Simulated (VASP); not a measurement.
# Ge (Fm-3m) in VASP: a series of runs

The runs below take Ge through single point, with r2SCAN, r2SCAN0.

All numbers are computed with VASP 6.6.1; they aren't measurements. Logs are shortened: lines on timing, memory, paths and dates and some standing lists are left out, and cuts for length are marked.

## (1) The cell of the first run

The structure is cubic, space group Fm-3m (No. 225). The conventional cell has a = 4.232 Å, b = 4.232 Å, c = 4.232 Å, α = 90.00°, β = 90.00°, γ = 90.00°. Within 3.9 Å of Ge (site symmetry m-3m) lie 12 Ge at 2.99 Å.

## (2) Single point, r2SCAN, non-collinear spin, zero start, spin-orbit coupling

Input file POSCAR:

```
Ge
1.0
    0.0000000000      2.1162369513      2.1162369513
    2.1162369513      0.0000000000      2.1162369513
    2.1162369513      2.1162369513      0.0000000000
Ge
1
Direct
    0.0000000000      0.0000000000      0.0000000000
```

Input file INCAR.step1:

```
SYSTEM = Ge
ALGO = Normal
EDIFF = 1E-4
ENCUT = 520
GGA = PE
GGA_COMPAT = .False.
ISMEAR = -1
LASPH = .True.
LCHARG = .False.
LREAL = .False.
LSORBIT = .True.
LWAVE = .True.
MAGMOM = 0 0 0
NBANDS = 25
NELM = 150
PREC = Accurate
SIGMA = 0.1
```

Input file INCAR.step2:

```
SYSTEM = Ge
ALGO = Normal
EDIFF = 1E-6
ENCUT = 520
GGA_COMPAT = .False.
ISIF = 2
ISMEAR = -1
ISTART = 1
LASPH = .True.
LCHARG = .True.
LMIXTAU = .True.
LORBIT = 11
LORBMOM = .True.
LREAL = .False.
LSORBIT = .True.
LVHAR = .True.
LWAVE = .False.
MAGMOM = 0 0 0
METAGGA = R2SCAN
NBANDS = 25
NELM = 150
PREC = Accurate
SIGMA = 0.1
```

Input file KPOINTS:

```
k-points
0
Gamma
  13 13 13
  0 0 0
```

Potentials or basis: VASP PAW PBE potentials, release 64 (Ge_d).

Launch:

```bash
cat potpaw_PBE.64/Ge_d/POTCAR > POTCAR
cp INCAR.step1 INCAR
mpirun -np 1 vasp_ncl > vasp.out
cp INCAR.step2 INCAR
mpirun -np 1 vasp_ncl > vasp.out
```

OUTCAR:

```text
SYSTEM = Ge
   EDIFF = 1E-6
   ENCUT = 520
   ISIF = 2
   ISMEAR = -1
   ISTART = 1
   LASPH = .True.
   LORBIT = 11
   LREAL = .False.
   LSORBIT = .True.
   METAGGA = R2SCAN
   NELM = 150
   PREC = Accurate

 ion  position               nearest neighbor table
   1  0.000  0.000  0.000-

  LATTYP: Found a face centered cubic cell.
 ALAT       =     4.2324739026

  Lattice vectors:

 A1 = (   0.0000000000,   2.1162369513,   2.1162369513)
 A2 = (   2.1162369513,   0.0000000000,   2.1162369513)
 A3 = (   2.1162369513,   2.1162369513,   0.0000000000)

Analysis of symmetry for initial positions (statically):
[... 25 lines left out ...]
The dynamic configuration has the point symmetry O_h .

Analysis of structural, dynamic, and magnetic symmetry:
=====================================================================
 Subroutine PRICEL returns:
[... 7 lines left out ...]
 out of a pool of 48 trial point group operations.

The overall configuration has the point symmetry O_h .

 Subroutine INISYM returns: Found 48 space group operations
[... 5 lines left out ...]
                                     Primitive cell

  volume of cell :      18.9550

  direct lattice vectors                    reciprocal lattice vectors
     0.000000000  2.116236951  2.116236951    -0.236268439  0.236268439  0.236268439
     2.116236951  0.000000000  2.116236951     0.236268439 -0.236268439  0.236268439
     2.116236951  2.116236951  0.000000000     0.236268439  0.236268439 -0.236268439

  length of vectors
     2.992810998  2.992810998  2.992810998     0.409228940  0.409228940  0.409228940

  position of ions in fractional coordinates (direct lattice)
     0.000000000  0.000000000  0.000000000

  ion indices of the primitive-cell ions
   primitive index   ion index
                 1           1

----------------------------------------------------------------------------------------

 KPOINTS: k-points

Automatic generation of k-mesh.
 Grid dimensions read from file:
 generate k-points for:   13   13   13

 Generating k-lattice:

  Cartesian coordinates                     Fractional coordinates (reciprocal lattice)
    -0.018174495  0.018174495  0.018174495     0.076923077  0.000000000  0.000000000
     0.018174495 -0.018174495  0.018174495     0.000000000  0.076923077  0.000000000
     0.018174495  0.018174495 -0.018174495     0.000000000  0.000000000  0.076923077

  Length of vectors
     0.031479149  0.031479149  0.031479149

  Shift w.r.t. Gamma in fractional coordinates (k-lattice)
     0.000000000  0.000000000  0.000000000

 Subroutine IBZKPT returns following result:
 ===========================================

 Found     84 irreducible k-points:

 Following reciprocal coordinates:
            Coordinates               Weight
  0.000000  0.000000  0.000000      1.000000
  0.076923  0.000000  0.000000      8.000000
  0.153846  0.000000  0.000000      8.000000
  0.230769  0.000000  0.000000      8.000000
  0.307692  0.000000  0.000000      8.000000
  0.384615  0.000000  0.000000      8.000000
[... 16 lines left out ...]
  0.384615  0.153846  0.000000     24.000000
  0.461538  0.153846  0.000000     24.000000
 [... further k-points ...]
   k-points           NKPTS =     84   k-points in BZ     NKDIM =     84   number of bands    NBANDS=     25
   number of dos      NEDOS =    301   number of ions     NIONS =      1
   total plane-waves  NPLWV =  13824
   dimension x,y,z NGX =    24 NGY =   24 NGZ =   24
   dimension x,y,z NGXF=    48 NGYF=   48 NGZF=   48
   ions per type =               1
   NGX,Y,Z   is equivalent  to a cutoff of  13.33, 13.33, 13.33 a.u.
   NGXF,Y,Z  is equivalent  to a cutoff of  26.66, 26.66, 26.66 a.u.
 SYSTEM =  Ge
   PREC   = accura    normal or accurate (medium, high low for compatibility)
   ISTART =      1    job   : 0-new  1-cont  2-samecut
   ICHARG =      0    charge: 1-file 2-atom 10-const
   ISPIN  =      1    spin polarized calculation?
   LNONCOLLINEAR =      T non collinear calculations
   LSORBIT =      T    spin-orbit coupling
   LASPH  =      T    aspherical Exc in radial PAW
   ENCUT  =  520.0 eV  38.22 Ry    6.18 a.u.   5.56  5.56  5.56*2*pi/ulx,y,z
   NELM   =    150;   NELMIN=  2; NELMDL=  0     # of ELM steps
   EDIFF  = 0.1E-05   stopping-criterion for ELM
   LREAL  =      F    real-space projection
   EDIFFG = 0.1E-04   stopping-criterion for IOM
   NSW    =      0    number of steps for IOM
   IBRION =     -1    ionic relax: 0-MD 1-quasi-New 2-CG
   NFREE  =      0    steps in history (QN), initial steepest desc. (CG)
   ISIF   =      2    stress and relaxation
   ISYM   =      2    0-nonsym 1-usesym 2-fastsym
   POTIM  = 0.5000    time-step for ionic-motion
   TEBEG  =    0.0;   TEEND  =   0.0 temperature during run
   PSTRESS=    0.0 pullay stress
   NELECT =      14.0000    total number of electrons
   NUPDOWN=      -1.0000    fix difference up-down
   EMIN   =  10.00;   EMAX   =-10.00  energy-range for DOS
   EFERMI =   0.00;   METHOD = LEGACY
   ISMEAR =    -1;   SIGMA  =   0.10  broadening in eV -4-tet -1-fermi 0-gaus
   EFERMI_NEDOS =   21; number of points for ismear=-14 and -15
   IALGO  =     38    algorithm
   IMIX   =      4    mixing-type and parameters
     AMIX     =   0.40;   BMIX     =  1.00
     AMIX_MAG =   1.60;   BMIX_MAG =  1.00
  volume/ion in A,a.u.               =      18.95       127.91
  Fermi-wavevector in a.u.,A,eV,Ry     =   1.479823  2.796461 29.795089  2.189877
  Thomas-Fermi vector in A             =   2.593933
   LORBIT       =     11    0 simple, 1 ext, 2 COOP (PROOUT), +10 PAW based schemes
   METAGGA = R2SCAN    functional components
   LHFCALC =     F    Hartree Fock is set to
   AEXX    =    0.0000 exact exchange contribution
   IVDW    =     0    specifies the selected vdW correction
   LEPSILON=     F    determine dielectric tensor
   LRPA    =     F    only Hartree local field effects (RPA)
  energy-cutoff  :      520.00
  volume of cell :       18.95
 maximum number of plane-waves:      1064
   NGX = 11   NGY = 11   NGZ = 11

 number of electron      14.0000003 magnetization      -0.0000000     -0.0000000     -0.0000000

 number of electron      14.0000003 magnetization      -0.0000000      0.0000000      0.0000000

 number of electron      14.0000003 magnetization       0.0000000     -0.0000000     -0.0000000

 Free energy of the ion-electron system (eV)
  ---------------------------------------------------
  ext. energy  EPLUGINS =         0.00000000
  ---------------------------------------------------
  free energy    TOTEN  =       -13.30762081 eV

  energy without entropy =      -13.29288021  energy(sigma->0) =      -13.30025051

 E-fermi :   6.7564     XC(G=0): -12.4367

 val. band max:        6.7347088681   @ k =   0.3846   0.2308   0.0000
 cond. band min:       6.7873799920   @ k =   0.4615   0.3077   0.1538
 fundamental gap:      0.0526711238
 Fermi energy:         6.7563989626

 k-point     1 :       0.0000    0.0000    0.0000
  band No.  band energies     occupation
      1     -19.1730      1.00000
      2     -19.1730      1.00000
      3     -19.1730      1.00000
      4     -19.1730      1.00000
      5     -18.6068      1.00000
      6     -18.6068      1.00000
[... 17 lines left out ...]
     24      21.3879      0.00000
     25      22.5986      0.00000

 k-point     2 :       0.0769    0.0000    0.0000
  band No.  band energies     occupation
      1     -19.1725      1.00000
      2     -19.1725      1.00000
      3     -19.1709      1.00000
      4     -19.1709      1.00000
      5     -18.6044      1.00000
      6     -18.6044      1.00000
[... 17 lines left out ...]
     24      21.7968      0.00000
     25      24.6186      0.00000
[... 586 lines left out ...]
     24      24.1687      0.00000
     25      25.2968      0.00000

 k-point    24 :       0.4615    0.1538    0.0000
  band No.  band energies     occupation
      1     -19.1642      1.00000
      2     -19.1642      1.00000
      3     -19.1431      1.00000
      4     -19.1431      1.00000
      5     -18.5947      1.00000
      6     -18.5947      1.00000
[... 17 lines left out ...]
     24      23.1582      0.00000
     25      26.3427      0.00000

 [... further k-points ...]
[... 5 lines left out ...]
  --------------------------------------------------------------------------------------
  -------------------------------------------------------------------------------------
  Total       -0.0179514     -0.0179514     -0.0179514     -0.0000000      0.0000000     -0.0000000
  in kB       -1.5173531     -1.5173531     -1.5173531     -0.0000000      0.0000000     -0.0000000
  external PRESSURE =      -1.5173531 kB  Pullay stress =       0.0000000 kB

 VOLUME and BASIS-vectors are now :
 -----------------------------------------------------------------------------
  energy-cutoff  :      520.00
  volume of cell :       18.95
      direct lattice vectors                 reciprocal lattice vectors
     0.000000000  2.116236951  2.116236951    -0.236268439  0.236268439  0.236268439
     2.116236951  0.000000000  2.116236951     0.236268439 -0.236268439  0.236268439
     2.116236951  2.116236951  0.000000000     0.236268439  0.236268439 -0.236268439

 POSITION                                       TOTAL-FORCE (eV/Angst)
 -----------------------------------------------------------------------------------
      0.00000      0.00000      0.00000         0.000000      0.000000      0.000000
 -----------------------------------------------------------------------------------
    total drift:                               -0.000000      0.000000      0.000000

  FREE ENERGIE OF THE ION-ELECTRON SYSTEM (eV)
  ---------------------------------------------------
  free  energy   TOTEN  =       -13.3076208138 eV

  energy  without entropy=      -13.2928802077  energy(sigma->0) =      -13.30025051

 orbital moment (x)

 # of ion     p       d       tot
 ----------------------------------------
  1         0.000   0.000   0.000
 ----------------------------------------
            0.000   0.000   0.000

 orbital moment (y)

 # of ion     p       d       tot
 ----------------------------------------
  1        -0.000  -0.000  -0.000
 ----------------------------------------
           -0.000  -0.000  -0.000

 orbital moment (z)

 # of ion     p       d       tot
 ----------------------------------------
  1         0.000   0.000   0.000
 ----------------------------------------
            0.000   0.000   0.000

 Spin-Orbit-Coupling matrix elements

 Ion:    1  E_soc:     -0.0167502
 l=   1
     0.0000000    -0.0018883    -0.0018883
    -0.0018883     0.0000000    -0.0018883
    -0.0018883    -0.0018883     0.0000000
 l=   2
     0.0000000    -0.0001818     0.0000000    -0.0001818    -0.0007216
    -0.0001818     0.0000000    -0.0005412    -0.0001818    -0.0001804
     0.0000000    -0.0005412     0.0000000    -0.0005412     0.0000000
    -0.0001818    -0.0001818    -0.0005412     0.0000000    -0.0001804
    -0.0007216    -0.0001804     0.0000000    -0.0001804     0.0000000
 l=   3
     0.0000000     0.0000000     0.0000000     0.0000000     0.0000000     0.0000000     0.0000000
     0.0000000     0.0000000     0.0000000     0.0000000     0.0000000     0.0000000     0.0000000
     0.0000000     0.0000000     0.0000000     0.0000000     0.0000000     0.0000000     0.0000000
     0.0000000     0.0000000     0.0000000     0.0000000     0.0000000     0.0000000     0.0000000
     0.0000000     0.0000000     0.0000000     0.0000000     0.0000000     0.0000000     0.0000000
     0.0000000     0.0000000     0.0000000     0.0000000     0.0000000     0.0000000     0.0000000
     0.0000000     0.0000000     0.0000000     0.0000000     0.0000000     0.0000000     0.0000000

 total charge

# of ion       s       p       d       tot
------------------------------------------
    1        1.255   0.902  10.021  12.179

 magnetization (x)

# of ion       s       p       d       tot
------------------------------------------
    1        0.000  -0.000   0.000   0.000

 magnetization (y)

# of ion       s       p       d       tot
------------------------------------------
    1        0.000  -0.000   0.000   0.000

 magnetization (z)

# of ion       s       p       d       tot
------------------------------------------
    1        0.000  -0.000   0.000  -0.000
```

Run time: 6.1 min. Hardware: 1 thread of Intel Xeon Platinum 8259CL at 2.50GHz (Skylake/Cascade Lake), shared host; peak memory 0.25 GiB.

What came out:

```yaml
Free_energy: -13.3076 eV
Pressure: -0.2 GPa
Net_moment: 0.00 μB per cell
Valence_electrons_inside_the_program's_atomic_spheres: Ge 12.18
```

Moments on the atoms (μB; x, y, z):
```
Ge  0.00 0.00 0.00
```

Caveat: the PAW data sets were made with another functional, which shifts forces and pressure a little.

## (3) Single point, r2SCAN0

POSCAR is that of step 2.

Input file INCAR.step1:

```
SYSTEM = Ge
PREC = Accurate ; ENCUT = 520
EDIFF = 1E-5 ; ISMEAR = -1
SIGMA = 0.1 ; LREAL = .False.
LASPH = .True. ; NELM = 60
ALGO = Normal ; ISIF = 2
LWAVE = .True. ; GGA = PE
NBANDS = 13
```

Input file INCAR.step2:

```
SYSTEM = Ge
PREC = Accurate ; ENCUT = 520
EDIFF = 1E-6 ; ISMEAR = -1
SIGMA = 0.1 ; LREAL = .False.
LASPH = .True. ; NELM = 60
ALGO = Normal ; ISIF = 2
LWAVE = .False. ; LCHARG = .True.
METAGGA = R2SCAN ; LHFCALC = .True.
AEXX = 0.25 ; LMIXTAU = .True.
PRECFOCK = Normal ; LELF = .True.
LVHAR = .True. ; ISTART = 1
NBANDS = 13
```

Input file KPOINTS:

```
Automatic mesh
0
Gamma
  7 7 7
  0 0 0
```

Potentials or basis: VASP PAW PBE potentials, release 64 (Ge_d).

Launch:

```bash
cat potpaw_PBE.64/Ge_d/POTCAR > POTCAR
cp INCAR.step1 INCAR
mpirun -np 1 vasp_std > vasp.out
cp INCAR.step2 INCAR
mpirun -np 1 vasp_std > vasp.out
```

Run time: 18 min. Hardware: 1 thread of Intel Xeon 6975P-C (Granite Rapids), shared host; peak memory 0.16 GiB.

It converged, with:

- Free energy: -12.3332 eV
- Pressure: -1.3 GPa
- Band gap on the k mesh: zero (band 7 reaches 17.39 eV, above the bottom of band 8 at 3.83 eV)

Levels at points of the mesh, in eV from the Fermi level:
```
           k point  band 4  band 5  band 6  band 7  band 8  band 9  band 10  band 11
(0.00, 0.00, 0.00)  -29.31  -29.31  -15.94   10.51   10.51   10.51    15.59    15.59
```

Caveat: the k points lie up to 0.37 Å⁻¹ apart; the PAW data sets were made with another functional, which shifts forces and pressure a little.
